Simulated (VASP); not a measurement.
Runs of VASP 6.6.1 on Li2S. The structure is cubic, space group Fm-3m (No. 225). The conventional cell has a = 5.691 Å, b = 5.691 Å, c = 5.691 Å, α = 90.00°, β = 90.00°, γ = 90.00°. Within 3.3 Å of Li (site symmetry -43m) lie 4 S at 2.46 Å and 6 Li at 2.85 Å. Within 3.3 Å of S (site symmetry m-3m) lie 8 Li at 2.46 Å. 

```csv
level,k mesh,cutoff (eV),grid for exact exchange (PRECFOCK),share of exact exchange,screening parameter,gap on the mesh (eV),pressure (GPa)
r2SCAN,6 × 6 × 6,830,-,-,-,3.86,-0.2
PBE,6 × 6 × 6,750,-,-,-,3.39,0.2
PBE,8 × 8 × 8,750,-,-,-,3.39,0.2
HSE06,6 × 6 × 6,650,Normal,0.25,0.2079 1/Å,(a),-0.6
```

Alike in all rows: task single point; potentials or basis VASP PAW PBE potentials, release 64 (Li_sv, S); no spin polarisation; cell as given; smearing gaussian 0.01 eV.

Question: Fill in the values left out.

Answer: (a) 4.33.

Caveats: the PAW data sets were made with another functional, which shifts forces and pressure a little (at least some runs).

A k mesh can miss the band edges.
